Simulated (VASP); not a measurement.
A run of VASP 6.6.1:

File INCAR:

```
SYSTEM = ZnSe
PREC = Accurate ; ENCUT = 520
EDIFF = 1E-6 ; ISMEAR = 0
SIGMA = 0.02 ; LREAL = .False.
LASPH = .True. ; NELM = 60
ALGO = Normal ; ISIF = 2
LWAVE = .False. ; LCHARG = .True.
GGA = PS ; LELF = .True.
LVHAR = .True. ; NBANDS = 26
```

KPOINTS

```
Automatic mesh
0
Gamma
  8 8 6
  0 0 0
```

File POSCAR:

```
ZnSe
1.0
    4.0736902274      0.0000000000      0.0000000000
    0.0000000000      4.0736902274      0.0000000000
    0.0000000000      0.0000000000      5.8379770020
Zn Se
2 2
Direct
    0.0000000000      0.0000000000      0.0000000000
    0.5000000000      0.5000000000      0.0000000000
    0.0000000000      0.5000000000      0.2392908796
    0.5000000000      0.0000000000      0.7607091204
```

Potentials or basis: VASP PAW PBE potentials, release 64 (Zn, Se).

Command:

```console
$ cat potpaw_PBE.64/Zn/POTCAR potpaw_PBE.64/Se/POTCAR > POTCAR
$ mpirun -np 1 vasp_std > vasp.out
```

Hardware: 1 thread of Intel Xeon 8259CL, on a shared host.

**Question.** Estimate the wall time of this run.

**Answer.** Wall time 2.1 min on 1 thread of Intel Xeon 8259CL (shared host), peak memory 0.28 GiB. Counts: scf iterations 14, k points 60.
